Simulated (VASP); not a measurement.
# Y2SbN3 (P-3m1) in VASP: notebook

Runs on Y2SbN3. Level: PBEsol. Tasks: single point, relaxation of cell and atoms.

All numbers are computed with VASP 6.6.1; they aren't measurements. Logs are shortened: lines on timing, memory, paths and dates and some standing lists are left out, and cuts for length are marked.

## Step 1: The cell of the first run

Symmetry: P-3m1, No. 164, trigonal system. Conventional cell: a = 3.441 Å, b = 3.441 Å, c = 8.537 Å, α = 90.00°, β = 90.00°, γ = 120.00°. Y (site symmetry 3m) has 6 N at 2.39 to 2.43 Å within 3.2 Å. Sb (site symmetry -3m) has 6 N at 2.52 Å within 3.3 Å. N (site symmetry 3m) has 3 Y at 2.39 Å and 3 Sb at 2.52 Å within 3.2 Å. N (site symmetry -3m) has 6 Y at 2.43 Å within 3.2 Å.

## Step 2: Single point, PBEsol

The input, INCAR:

```
SYSTEM = Y2SbN3
  ALGO = Normal
  EDIFF = 1E-6
  ENCUT = 520
  GGA = PS
  ISIF = 2
  ISMEAR = -1
  LASPH = .True.
  LCHARG = .False.
  LREAL = .False.
  LWAVE = .False.
  NBANDS = 30
  NELM = 100
  PREC = Accurate
  SIGMA = 0.03
```

The input, KPOINTS:

```
k-points
0
Gamma
  6 6 2
  0 0 0
```

The input, POSCAR:

```
Y2SbN3
1.0
    3.4412159524      0.0000000000      0.0000000000
   -1.7206079762      2.9801804347      0.0000000000
    0.0000000000      0.0000000000      8.5369732365
Y Sb N
2 1 3
Direct
    0.3333333333      0.6666666667      0.8357918117
    0.6666666667      0.3333333333      0.1642081883
    0.0000000000      0.0000000000      0.5000000000
    0.3333333333      0.6666666667      0.3193668258
    0.6666666667      0.3333333333      0.6806331742
    0.0000000000      0.0000000000      0.0000000000
```

Potentials or basis: VASP PAW PBE potentials, release 64 (Y_sv, Sb, N).

The run is started by

```
$ cat potpaw_PBE.64/Y_sv/POTCAR potpaw_PBE.64/Sb/POTCAR potpaw_PBE.64/N/POTCAR > POTCAR
$ mpirun -np 1 vasp_std > vasp.out
```

OUTCAR:

```text
SYSTEM = Y2SbN3
   EDIFF = 1E-6
   ENCUT = 520
   GGA = PS
   ISIF = 2
   ISMEAR = -1
   LASPH = .True.
   LREAL = .False.
   NELM = 100
   PREC = Accurate

 ion  position               nearest neighbor table
   1  0.333  0.667  0.836-   5 2.39   5 2.39   5 2.39   6 2.43   6 2.43   6 2.43   2 3.44   2 3.44
                             2 3.44   3 3.49   3 3.49   3 3.49
   2  0.667  0.333  0.164-   4 2.39   4 2.39   4 2.39   6 2.43   6 2.43   6 2.43   1 3.44   1 3.44
                             1 3.44   3 3.49   3 3.49   3 3.49
   3  0.000  0.000  0.500-   4 2.52   5 2.52   5 2.52   4 2.52   5 2.52   4 2.52   1 3.49   2 3.49
                             1 3.49   2 3.49   2 3.49   1 3.49
   4  0.333  0.667  0.319-   2 2.39   2 2.39   2 2.39   3 2.52   3 2.52   3 2.52
   5  0.667  0.333  0.681-   1 2.39   1 2.39   1 2.39   3 2.52   3 2.52   3 2.52
   6  0.000  0.000  0.000-   1 2.43   2 2.43   2 2.43   1 2.43   2 2.43   1 2.43

  LATTYP: Found a hexagonal cell.
 ALAT       =     3.4412159524
 C/A-ratio  =     2.4808013663

  Lattice vectors:

 A1 = (   3.4412159524,   0.0000000000,   0.0000000000)
 A2 = (  -1.7206079762,   2.9801804347,   0.0000000000)
 A3 = (   0.0000000000,   0.0000000000,   8.5369732365)

Analysis of symmetry for initial positions (statically):
=====================================================================
 Subroutine PRICEL returns:
 Original cell was already a primitive cell.

 Routine SETGRP: Setting up the symmetry group for a
 hexagonal supercell.

 Subroutine GETGRP returns: Found 12 space group operations
 (whereof 12 operations were pure point group operations)
 out of a pool of 24 trial point group operations.

The static configuration has the point symmetry D_3d.

Analysis of symmetry for dynamics (positions and initial velocities):
=====================================================================
 Subroutine PRICEL returns:
 Original cell was already a primitive cell.

 Routine SETGRP: Setting up the symmetry group for a
 hexagonal supercell.

 Subroutine GETGRP returns: Found 12 space group operations
 (whereof 12 operations were pure point group operations)
 out of a pool of 24 trial point group operations.

The dynamic configuration has the point symmetry D_3d.

 Subroutine INISYM returns: Found 12 space group operations
 (whereof 12 operations are pure point group operations),
 and found     1 'primitive' translations

----------------------------------------------------------------------------------------

                                     Primitive cell

  volume of cell :      87.5505

  direct lattice vectors                    reciprocal lattice vectors
     3.441215952  0.000000000  0.000000000     0.290594957  0.167775076  0.000000000
    -1.720607976  2.980180435  0.000000000     0.000000000  0.335550153  0.000000000
     0.000000000  0.000000000  8.536973236     0.000000000  0.000000000  0.117137535

  length of vectors
     3.441215952  3.441215952  8.536973236     0.335550153  0.335550153  0.117137535

  position of ions in fractional coordinates (direct lattice)
     0.333333333  0.666666667  0.835791812
     0.666666667  0.333333333  0.164208188
     0.000000000  0.000000000  0.500000000
     0.333333333  0.666666667  0.319366826
     0.666666667  0.333333333  0.680633174
     0.000000000  0.000000000  0.000000000

  ion indices of the primitive-cell ions
   primitive index   ion index
                 1           1
                 2           2
                 3           3
                 4           4
                 5           5
                 6           6

----------------------------------------------------------------------------------------

 KPOINTS: k-points

Automatic generation of k-mesh.
 Grid dimensions read from file:
 generate k-points for:    6    6    2

 Generating k-lattice:

  Cartesian coordinates                     Fractional coordinates (reciprocal lattice)
     0.048432493  0.027962513  0.000000000     0.166666667  0.000000000  0.000000000
     0.000000000  0.055925025  0.000000000     0.000000000  0.166666667  0.000000000
     0.000000000  0.000000000  0.058568767     0.000000000  0.000000000  0.500000000

  Length of vectors
     0.055925025  0.055925025  0.058568767

  Shift w.r.t. Gamma in fractional coordinates (k-lattice)
     0.000000000  0.000000000  0.000000000

 Subroutine IBZKPT returns following result:
 ===========================================

 Found     14 irreducible k-points:

 Following reciprocal coordinates:
            Coordinates               Weight
  0.000000  0.000000  0.000000      1.000000
  0.166667  0.000000  0.000000      6.000000
  0.333333 -0.000000  0.000000      6.000000
  0.500000 -0.000000  0.000000      3.000000
  0.166667  0.166667  0.000000      6.000000
  0.333333  0.166667  0.000000     12.000000
  0.333333  0.333333  0.000000      2.000000
  0.000000  0.000000  0.500000      1.000000
  0.166667  0.000000  0.500000      6.000000
  0.333333 -0.000000  0.500000      6.000000
  0.500000 -0.000000  0.500000      3.000000
  0.166667  0.166667  0.500000      6.000000
  0.333333  0.166667  0.500000     12.000000
  0.333333  0.333333  0.500000      2.000000
   k-points           NKPTS =     14   k-points in BZ     NKDIM =     14   number of bands    NBANDS=     30
   number of dos      NEDOS =    301   number of ions     NIONS =      6
   total plane-waves  NPLWV =  50176
   dimension x,y,z NGX =    28 NGY =   28 NGZ =   64
   dimension x,y,z NGXF=    56 NGYF=   56 NGZF=  128
   ions per type =               2   1   3
   NGX,Y,Z   is equivalent  to a cutoff of  13.53, 13.53, 12.46 a.u.
   NGXF,Y,Z  is equivalent  to a cutoff of  27.05, 27.05, 24.93 a.u.
 SYSTEM =  Y2SbN3
   PREC   = accura    normal or accurate (medium, high low for compatibility)
   ISTART =      0    job   : 0-new  1-cont  2-samecut
   ICHARG =      2    charge: 1-file 2-atom 10-const
   ISPIN  =      1    spin polarized calculation?
   LNONCOLLINEAR =      F non collinear calculations
   LSORBIT =      F    spin-orbit coupling
   LASPH  =      T    aspherical Exc in radial PAW
   ENCUT  =  520.0 eV  38.22 Ry    6.18 a.u.   6.40  6.40 15.87*2*pi/ulx,y,z
   NELM   =    100;   NELMIN=  2; NELMDL= -5     # of ELM steps
   EDIFF  = 0.1E-05   stopping-criterion for ELM
   LREAL  =      F    real-space projection
   EDIFFG = 0.1E-04   stopping-criterion for IOM
   NSW    =      0    number of steps for IOM
   IBRION =     -1    ionic relax: 0-MD 1-quasi-New 2-CG
   NFREE  =      0    steps in history (QN), initial steepest desc. (CG)
   ISIF   =      2    stress and relaxation
   ISYM   =      2    0-nonsym 1-usesym 2-fastsym
   POTIM  = 0.5000    time-step for ionic-motion
   TEBEG  =    0.0;   TEEND  =   0.0 temperature during run
   PSTRESS=    0.0 pullay stress
   NELECT =      42.0000    total number of electrons
   NUPDOWN=      -1.0000    fix difference up-down
   EMIN   =  10.00;   EMAX   =-10.00  energy-range for DOS
   EFERMI =   0.00;   METHOD = LEGACY
   ISMEAR =    -1;   SIGMA  =   0.03  broadening in eV -4-tet -1-fermi 0-gaus
   EFERMI_NEDOS =   21; number of points for ismear=-14 and -15
   IALGO  =     38    algorithm
   IMIX   =      4    mixing-type and parameters
     AMIX     =   0.40;   BMIX     =  1.00
     AMIX_MAG =   1.60;   BMIX_MAG =  1.00
  volume/ion in A,a.u.               =      14.59        98.47
  Fermi-wavevector in a.u.,A,eV,Ry     =   1.281559  2.421795 22.346105  1.642392
  Thomas-Fermi vector in A             =   2.413921
   LORBIT       =      0    0 simple, 1 ext, 2 COOP (PROOUT), +10 PAW based schemes
   GGA     = PS    functional components
   LHFCALC =     F    Hartree Fock is set to
   AEXX    =    0.0000 exact exchange contribution
   IVDW    =     0    specifies the selected vdW correction
   LEPSILON=     F    determine dielectric tensor
   LRPA    =     F    only Hartree local field effects (RPA)
 non-spin polarized calculation
  energy-cutoff  :      520.00
  volume of cell :       87.55
 maximum number of plane-waves:      2376
 NGX is ok and might be reduce to    28
   NGX = 13   NGY = 13   NGZ = 31

 number of electron      42.0000000 magnetization

 Free energy of the ion-electron system (eV)
  ---------------------------------------------------
  ext. energy  EPLUGINS =         0.00000000
  ---------------------------------------------------
  free energy    TOTEN  =       -49.85435132 eV

  energy without entropy =      -49.85427589  energy(sigma->0) =      -49.85431360

 E-fermi :   6.8262     XC(G=0): -11.4683

 val. band max:        6.6772927175   @ k =   0.0000   0.0000   0.5000
 cond. band min:       7.0081885870   @ k =   0.5000  -0.0000   0.0000
 fundamental gap:      0.3308958695
 Fermi energy:         6.8261853601

 k-point     1 :       0.0000    0.0000    0.0000
  band No.  band energies     occupation
      1     -34.9114      2.00000
      2     -34.8459      2.00000
      3     -15.5922      2.00000
      4     -14.9906      2.00000
      5     -14.6647      2.00000
      6     -14.6647      2.00000
[... 22 lines left out ...]
     29      11.4438      0.00000
     30      11.4438      0.00000

 k-point     2 :       0.1667    0.0000    0.0000
  band No.  band energies     occupation
      1     -34.8858      2.00000
      2     -34.8282      2.00000
      3     -15.4966      2.00000
      4     -15.0530      2.00000
      5     -14.8787      2.00000
      6     -14.7992      2.00000
[... 22 lines left out ...]
     29      11.2498      0.00000
     30      11.4990      0.00000

 k-point     3 :       0.3333   -0.0000    0.0000
  band No.  band energies     occupation
      1     -34.8320      2.00000
      2     -34.7948      2.00000
      3     -15.4892      2.00000
      4     -15.3330      2.00000
      5     -15.1738      2.00000
      6     -14.8517      2.00000
[... 352 lines left out ...]
     29      12.1232      0.00000
     30      13.0545      0.00000

 k-point    14 :       0.3333    0.3333    0.5000
  band No.  band energies     occupation
      1     -34.7804      2.00000
      2     -34.7804      2.00000
      3     -15.3877      2.00000
      4     -15.3461      2.00000
      5     -15.3461      2.00000
      6     -15.1099      2.00000
[... 22 lines left out ...]
     29      12.1107      0.00000
     30      12.1107      0.00000

------------------------ aborting loop because EDIFF is reached ----------------------------------------

  FORCE on cell =-STRESS in cart. coord.  units (eV):
  Direction    XX          YY          ZZ          XY          YZ          ZX
  --------------------------------------------------------------------------------------
  -------------------------------------------------------------------------------------
  Total       -0.1309702     -0.1309702     -0.1040676      0.0000000      0.0000000      0.0000000
  in kB       -2.3967607     -2.3967607     -1.9044424      0.0000000      0.0000000      0.0000000
  external PRESSURE =      -2.2326546 kB  Pullay stress =       0.0000000 kB

 VOLUME and BASIS-vectors are now :
 -----------------------------------------------------------------------------
  energy-cutoff  :      520.00
  volume of cell :       87.55
      direct lattice vectors                 reciprocal lattice vectors
     3.441215952  0.000000000  0.000000000     0.290594957  0.167775076  0.000000000
    -1.720607976  2.980180435  0.000000000     0.000000000  0.335550153  0.000000000
     0.000000000  0.000000000  8.536973236     0.000000000  0.000000000  0.117137535

 POSITION                                       TOTAL-FORCE (eV/Angst)
 -----------------------------------------------------------------------------------
     -0.00000      1.98679      7.13513        -0.000000      0.000000      0.005064
      1.72061      0.99339      1.40184        -0.000000     -0.000000     -0.005064
      0.00000      0.00000      4.26849         0.000000      0.000000      0.000000
     -0.00000      1.98679      2.72643         0.000000     -0.000000      0.018464
      1.72061      0.99339      5.81055        -0.000000      0.000000     -0.018464
      0.00000      0.00000      0.00000         0.000000      0.000000      0.000000
 -----------------------------------------------------------------------------------
    total drift:                                0.000000     -0.000000      0.000000

  FREE ENERGIE OF THE ION-ELECTRON SYSTEM (eV)
  ---------------------------------------------------
  free  energy   TOTEN  =       -49.8543513199 eV

  energy  without entropy=      -49.8542758878  energy(sigma->0) =      -49.85431360
```

Run time: 23 s. Hardware: 1 thread of Intel Xeon 6975P-C (Granite Rapids), shared host; peak memory 0.24 GiB.

Results:

| Quantity | Value |
| --- | --- |
| Free energy | -49.8544 eV |
| Pressure | -0.2 GPa |
| Largest force | 0.018 eV/Å |
| Band gap on the k mesh | 0.33 eV, indirect (least direct gap 0.73 eV) |

Forces in eV/Å, atoms in the order of the input:
```
Y    0.000  0.000  0.005
Y    0.000  0.000 -0.005
Sb   0.000  0.000  0.000
N    0.000  0.000  0.018
N    0.000  0.000 -0.018
N    0.000  0.000  0.000
```

Caveat: the PAW data sets were made with another functional, which shifts forces and pressure a little; spin-orbit coupling is left out, which moves the levels of the heavy elements.

## Step 3: Relaxation of cell and atoms, PBEsol

This run uses another cell than the first one, of 17.22 Å³/atom, 1.180 times its volume.

The input, INCAR:

```
SYSTEM = Y2SbN3
PREC = Accurate ; ENCUT = 600
EDIFF = 1E-6 ; ISMEAR = -1
SIGMA = 0.03 ; LREAL = .False.
LASPH = .True. ; NELM = 60
ALGO = Normal ; ISIF = 3
LWAVE = .False. ; LCHARG = .False.
GGA = PS ; IBRION = 2
NSW = 100 ; EDIFFG = -0.01
```

The input, KPOINTS:

```
regular mesh
0
Gamma
  6 6 2
  0 0 0
```

The input, POSCAR:

```
Y2SbN3
1.0
    3.6359871600      0.0000000000      0.0000000000
   -1.8179935800      3.1488572500      0.0000000000
    0.0000000000      0.0000000000      9.0223114800
Y Sb N
2 1 3
Direct
    0.3333333300      0.6666666700      0.8271350000
    0.6666666700      0.3333333300      0.1728650000
    0.0000000000      0.0000000000      0.5000000000
    0.3333333300      0.6666666700      0.3480920000
    0.6666666700      0.3333333300      0.6519080000
    0.0000000000      0.0000000000      0.0000000000
```

Potentials or basis: VASP PAW PBE potentials, release 64 (Y_sv, Sb, N).

The run is started by

```
$ cat potpaw_PBE.64/Y_sv/POTCAR potpaw_PBE.64/Sb/POTCAR potpaw_PBE.64/N/POTCAR > POTCAR
$ mpirun -np 1 vasp_std > vasp.out
```

It took 3.8 min on 1 thread of Intel Xeon 6975P-C (Granite Rapids), shared host; peak memory 0.29 GiB.

It converged, with:

* Free energy: -49.8774 eV
* Relaxed volume: 14.56 Å³/atom
* Relaxed cell: a = 3.438 Å, b = 3.438 Å, c = 8.534 Å, α = 90.00°, β = 90.00°, γ = 120.00°
* Space group after relaxing (to 0.05 Å): P-3m1 (No. 164)
* Energy gained by relaxing: 279.5 meV/atom
* Ionic steps: 12
* Pressure after relaxing: 0.0 GPa
* Largest force after relaxing: 0.005 eV/Å
* Band gap on the k mesh: 0.32 eV, indirect (least direct gap 0.74 eV)

Forces on the atoms (eV/Å):
```
Y    0.000  0.000  0.003
Y    0.000  0.000 -0.003
Sb   0.000  0.000  0.000
N    0.000  0.000 -0.005
N    0.000  0.000  0.005
N    0.000  0.000  0.000
```

Step by step:
| step | energy change (eV) | largest force (eV/Å) | pressure (GPa) | volume (Å³) |
| --- | --- | --- | --- | --- |
| 1 | 0.0000 | 2.0347 | -18.20 | 103.30 |
| 2 | -0.6160 | 1.3278 | 26.17 | 76.73 |
| 3 | -1.2601 | 1.8787 | 1.79 | 86.45 |
| 4 | -1.2608 | 1.8641 | 2.41 | 86.10 |
| 5 | -1.5676 | 0.9797 | 2.24 | 86.10 |
| 6 | -1.6643 | 0.1815 | 2.33 | 86.10 |
| 7 | -1.6661 | 0.1620 | 2.38 | 86.10 |
| 8 | -1.6606 | 0.0330 | -2.88 | 89.07 |
| 9 | -1.6768 | 0.0727 | -0.09 | 87.39 |
| 10 | -1.6768 | 0.0711 | -0.13 | 87.42 |
| 11 | -1.6771 | 0.0292 | 0.01 | 87.35 |
| 12 | -1.6771 | 0.0051 | -0.04 | 87.37 |

Final structure:
```xyz
6
Lattice="3.4384 0.0000 0.0000 -1.7192 2.9777 0.0000 0.0000 0.0000 8.5336" Properties=species:S:1:pos:R:3 pbc="T T T"
Y     0.0000    1.9851    7.1320
Y     1.7192    0.9926    1.4016
Sb    0.0000    0.0000    4.2668
N     0.0000    1.9851    2.7279
N     1.7192    0.9926    5.8057
N     0.0000    0.0000    0.0000
```

Levels at points of the mesh, in eV from the valence-band top:
| k point | band 17 | band 18 | band 19 | band 20 | band 21 | band 22 | band 23 | band 24 | band 25 |
| --- | --- | --- | --- | --- | --- | --- | --- | --- | --- |
| (0.00, 0.00, 0.00) | -2.49 | -2.02 | -1.45 | -1.45 | -1.21 | 1.10 | 2.70 | 2.75 | 2.75 |
| (0.50, 0.00, 0.00) | -2.81 | -2.52 | -2.28 | -2.06 | -1.45 | 0.32 | 1.32 | 3.25 | 3.48 |
| (0.00, 0.00, 0.50) | -2.65 | -2.65 | -1.31 | -1.31 | 0.00 | 0.74 | 2.61 | 2.61 | 2.65 |
| (0.50, 0.00, 0.50) | -3.11 | -3.09 | -2.33 | -1.62 | -0.47 | 0.55 | 1.36 | 2.16 | 3.32 |

Caveat: the volume moved by over 15 % at a fixed basis, so the end points are rough; the PAW data sets were made with another functional, which shifts forces and pressure a little; spin-orbit coupling is left out, which moves the levels of the heavy elements.
